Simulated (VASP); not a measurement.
Runs of VASP 6.6.1 on Si2BiTe5. The structure is that of space group P3m1 (No. 156), or close to it. The cells are those of the table. 

```tsv
task	cell	k mesh	cutoff (eV)	smearing	gap on the mesh (eV)	pressure (GPa)	largest force (eV/Å)
single point	a = 3.998, b = 3.998, c = 17.200 Å, angles 90.0, 90.0, 120.0°, 8 atoms	6 × 6 × 2	520	gaussian 0.2 eV	none	0.0	0.06
single point	a = 4.012, b = 4.012, c = 17.293 Å, angles 90.0, 90.0, 120.0°, 8 atoms	5 × 5 × 1	520	gaussian 0.2 eV	none	0.0	0.07
single point	a = 3.998, b = 3.998, c = 17.200 Å, angles 90.0, 90.0, 120.0°, 8 atoms	12 × 12 × 2	520	gaussian 0.1 eV	none	0.0	(a)
single point	a = 4.008, b = 4.010, c = 16.994 Å, angles 90.0, 90.0, 120.0°, 8 atoms	6 × 6 × 2	520	gaussian 0.2 eV	none	0.0	0.03
relaxation of cell and atoms	relaxed from a = 4.050, b = 4.050, c = 15.700 Å, angles 90.0, 90.0, 120.0°, 8 atoms	5 × 5 × 1	600	gaussian 0.2 eV	none	0.0	0.06
```

Alike in all rows: level PBE; potentials or basis VASP PAW PBE potentials, release 64 (Si, Bi_d, Te); no spin polarisation.

Question: Estimate the missing entries.

Answer: (a) 0.02.

Caveats: some runs use coarse meshes; spin-orbit coupling is left out, which moves the levels of the heavy elements; this functional lacks dispersion, which binds the layers, so the pressure and a relaxed spacing across them are unreliable (some runs); the relaxation stopped at a loose force limit of 0.08 eV/Å, so its end isn't a converged minimum (some runs).

A k mesh can miss the band edges, and the runs leave out spin-orbit coupling on Bi, Te.

A gap of «none» marks levels without a gap at the run's occupations.
